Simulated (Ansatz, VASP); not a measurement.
LiCl in VASP and in Ansatz

POSCAR

```
LiCl
1.0
    0.0000000000      2.9607991422      1.9245194424
    2.9607991422      0.0000000000      1.9245194424
    2.9607991422      2.9607991422      0.0000000000
Li Cl
1 1
Direct
    0.0000000000      0.0000000000      0.0000000000
    0.5000000000      0.5000000000      0.5000000000
```

The input INCAR.step1:

```
SYSTEM = LiCl
ALGO     = Normal         ! electronic algorithm
EDIFF    = 1E-4           ! SCF threshold, eV
ENCUT    = 520            ! plane-wave cutoff, eV
GGA      = PE             ! functional
ISMEAR   = 0              ! smearing method
LASPH    = .True.         ! aspherical terms in the spheres
LCHARG   = .False.        ! write CHGCAR
LREAL    = .False.        ! projectors in reciprocal space
LWAVE    = .True.         ! write WAVECAR
NBANDS   = 12             ! bands
NELM     = 60             ! most SCF steps
PREC     = Accurate       ! precision mode
SIGMA    = 0.05           ! smearing width, eV
```

INCAR.step2

```
SYSTEM = LiCl
ALGO     = Normal         ! electronic algorithm
EDIFF    = 1E-6           ! SCF threshold, eV
ENCUT    = 520            ! plane-wave cutoff, eV
ISIF     = 2              ! what is computed and relaxed
ISMEAR   = 0              ! smearing method
ISTART   = 1            
LASPH    = .True.         ! aspherical terms in the spheres
LCHARG   = .False.        ! write CHGCAR
LMIXTAU  = .True.       
LREAL    = .False.        ! projectors in reciprocal space
LWAVE    = .False.        ! write WAVECAR
METAGGA  = R2SCAN         ! meta-GGA
NBANDS   = 12             ! bands
NELM     = 60             ! most SCF steps
PREC     = Accurate       ! precision mode
SIGMA    = 0.05           ! smearing width, eV
```

File KPOINTS:

```
k-points
0
Gamma
  8 8 8
  0 0 0
```

Input for Ansatz:

```yaml
crystal:
  lattice:
    - [0.0, 2.9607991422, 1.9245194424]
    - [2.9607991422, 0.0, 1.9245194424]
    - [2.9607991422, 2.9607991422, 0.0]
  atoms:
    - { symbol: Li, position: [0.0, 0.0, 0.0] }
    - { symbol: Cl, position: [0.5, 0.5, 0.5] }
basis:
  ecutwfc: 500
kpoints:
  mp_grid: { grid: [8, 8, 8] }
hamiltonian:
  xc: r2scan
scf:
  occupations: { method: gaussian, width: 0.05 }
output:
  forces: true
  stress: true
  eigenvalues: true
```

Alike in both runs: task single point; functional r2SCAN; k mesh 8 × 8 × 8; occupations gaussian, width 0.05 eV; no spin polarisation.

|  | VASP | Ansatz |
| --- | --- | --- |
| version | VASP 6.6.1 | Ansatz 0.2.0 |
| potentials or method | VASP PAW PBE potentials, release 64 (Li_sv, Cl), cutoff 520 eV | scalar-relativistic, plane waves, PAW |
| valence electrons in the cell | 10 | 10 |

Ansatz gave:

| Property | Result |
| --- | --- |
| gap on the k mesh at the Fermi level (eV) | 6.75 |
| least direct gap on the mesh (eV) | 6.82 |

Question: Estimate VASP's values.

Answer: gap on the k mesh at the Fermi level (eV): 6.77; least direct gap on the mesh (eV): 6.83.

VASP's potentials were made for PBE, not for r2SCAN.

Noted on VASP's run: the cutoff is short for stress, so the pressure is rough.
